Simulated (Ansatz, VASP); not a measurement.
Given: the input of a run of VASP 6.6.1 on Te.

Contents of INCAR:

```
SYSTEM = Te
PREC     = Accurate       ! precision mode
ENCUT    = 520            ! plane-wave cutoff, eV
EDIFF    = 1E-7           ! SCF threshold, eV
ISMEAR   = -1             ! smearing method
SIGMA    = 0.05           ! smearing width, eV
LREAL    = .FALSE.        ! projectors in reciprocal space
LASPH    = .TRUE.         ! aspherical terms in the spheres
NELM     = 100            ! most SCF steps
ALGO     = Normal         ! electronic algorithm
ISIF     = 2              ! what is computed and relaxed
LWAVE    = .FALSE.        ! write WAVECAR
LCHARG   = .FALSE.        ! write CHGCAR
GGA      = PS             ! functional
NBANDS   = 16             ! bands
```

File KPOINTS:

```
regular mesh
0
G
  7 7 5
  0 0 0
```

The input POSCAR:

```
Te
1.0
    3.8952160867     -2.1903349161      0.0000000000
    3.8952160867      2.1903349161      0.0000000000
   -0.0961401773      0.0000000000      6.0932986579
Te
3
Direct
    0.0000000000      0.0000000000      0.0000000000
    0.3094466100      0.3094466100      0.3388094900
    0.6905533900      0.6905533900      0.6611905100
```

Potentials or basis: VASP PAW PBE potentials, release 64 (Te).

Launch:

```bash
$ cat potpaw_PBE.64/Te/POTCAR > POTCAR
$ mpirun -np 1 vasp_std > vasp.out
```

**Question.** Set up the same calculation for Ansatz 0.2.0. Potentials there: all-electron LAPW, scalar-relativistic.

**Answer.** As run (the cutoff follows the program's own potentials):

Contents of input.yaml:

```yaml
crystal:
  lattice:
    - [3.8952160867, -2.1903349161, 0.0]
    - [3.8952160867, 2.1903349161, 0.0]
    - [-0.0961401773, 0.0, 6.0932986579]
  atoms:
    - { symbol: Te, position: [0.0, 0.0, 0.0] }
    - { symbol: Te, position: [0.30944661, 0.30944661, 0.33880949] }
    - { symbol: Te, position: [0.69055339, 0.69055339, 0.66119051] }
kpoints:
  mp_grid: { grid: [7, 7, 5] }
scf:
  occupations: { method: fermi_dirac, width: 0.05 }
hamiltonian:
  xc: pbesol
  pseudopotentials: { kind: all_electron, lapw: { basis_error: 0.001 } }
output:
  forces: true
  stress: true
  eigenvalues: true
```

Potentials or basis: all-electron LAPW, scalar-relativistic.

Launch:

```bash
$ ansatz run input.yaml --threads 2 --pin off --max-ram 8192MiB --backend cpu --events-out ev --progress --plain --runs-dir out
```

Both were run:

|  | VASP | Ansatz | Ansatz less VASP |
| --- | --- | --- | --- |
| pressure (GPa) | -4.3 | -4.3 | -0.01 |
| traceless stress, the component that is largest in VASP (GPa) | -0.69 | -0.70 | -0.007 |
| rms of the force components (eV/Å) | 0.026 | 0.031 | +0.0045 |

VASP's potentials were made for PBE, not for PBEsol. Atom by atom the forces differ by 0.005 eV/Å (rms over components). Ansatz ran all-electron here, and VASP with PAW potentials.

Neither program's run includes spin-orbit coupling.
